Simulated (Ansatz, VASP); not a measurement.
## MgO: VASP beside Ansatz

INCAR

```
SYSTEM = MgO
PREC = Accurate
ENCUT = 520
EDIFF = 1E-6
ISMEAR = 0
SIGMA = 0.05
LREAL = .False.
LASPH = .True.
NELM = 80
ALGO = Normal
ISIF = 2
LWAVE = .False.
LCHARG = .False.
GGA = PE
NBANDS = 11
```

The input KPOINTS:

```
Automatic mesh
0
Gamma
  9 9 8
  0 0 0
```

File POSCAR:

```
MgO
1.0
    2.8939505899      0.0000000000      0.0000000000
   -1.4469752949      2.5062347281      0.0000000000
    0.0000000000      0.0000000000      2.6394848000
Mg O
1 1
Direct
    0.0000000000      0.0000000000      0.0000000000
    0.3333333333      0.6666666667      0.5000000000
```

Input for Ansatz:

```yaml
crystal:
  lattice:
    - [2.8939505899, 0.0, 0.0]
    - [-1.4469752949, 2.5062347281, 0.0]
    - [0.0, 0.0, 2.6394848]
  atoms:
    - { symbol: Mg, position: [0.0, 0.0, 0.0] }
    - { symbol: O, position: [0.3333333333, 0.6666666667, 0.5] }
basis:
  ecutwfc: 420
kpoints:
  mp_grid: { grid: [9, 9, 8] }
hamiltonian:
  xc: pbe
scf:
  occupations: { method: gaussian, width: 0.05 }
output:
  forces: true
  stress: true
  eigenvalues: true
```

Change from the starting cell: strain -0.015 along x and y, -0.015 along z, atoms carried along.

Alike in both runs: task single point; functional PBE; k mesh 9 × 9 × 8; occupations gaussian, width 0.05 eV; no spin polarisation.

|  | VASP | Ansatz |
| --- | --- | --- |
| version | VASP 6.6.1 | Ansatz 0.2.0 |
| potentials or method | VASP PAW PBE potentials, release 64 (Mg, O), cutoff 520 eV | scalar-relativistic, plane waves, PAW |
| valence electrons in the cell | 8 | 16 |

VASP gave:

- gap on the k mesh at the Fermi level (eV): 3.35
- least direct gap on the mesh (eV): 3.76
- pressure (GPa): 6.2
- traceless stress, the component that is largest in VASP (GPa): 1.08

Question: Estimate Ansatz's values.

Answer: gap on the k mesh at the Fermi level (eV): 3.37; least direct gap on the mesh (eV): 3.77; pressure (GPa): 6.8; traceless stress, the component that is largest in VASP (GPa): 1.16.

VASP's potentials hold 8 valence electrons a cell and Ansatz's 16, so a difference there can come from the potentials and not from the codes.
